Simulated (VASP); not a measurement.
Runs of VASP 6.6.1 on MgI2. The structure is that of space group P-3m1 (No. 164), or close to it. The cells are those of the table. 

```tsv
cell	gap on the mesh (eV)	pressure (GPa)	largest force (eV/Å)
a = 4.320, b = 4.320, c = 6.313 Å, angles 90.0, 90.0, 120.0°, 3 atoms	2.89	-0.2	0.30
a = 3.821, b = 3.821, c = 6.862 Å, angles 90.0, 90.0, 120.0°, 3 atoms	3.40	7.3	0.78
a = 3.821, b = 3.821, c = 7.411 Å, angles 90.0, 90.0, 120.0°, 3 atoms	(b)	3.5	0.02
a = 4.154, b = 4.154, c = 6.588 Å, angles 90.0, 90.0, 120.0°, 3 atoms	3.32	1.0	(a)
a = 3.988, b = 3.988, c = 7.411 Å, angles 90.0, 90.0, 120.0°, 3 atoms	3.20	0.0	0.31
```

Alike in all rows: task single point; level PBE+D3(BJ); potentials or basis VASP PAW PBE potentials, release 64 (Mg, I); no spin polarisation; k mesh 6 × 6 × 4; cutoff (eV) 520; smearing gaussian 0.05 eV.

Task: Estimate the missing entries.

Result: (a) 0.34; (b) 3.02.

Caveats: spin-orbit coupling is left out, which moves the levels of the heavy elements; three body term missing (some runs).

A k mesh can miss the band edges, and the runs leave out spin-orbit coupling on I.
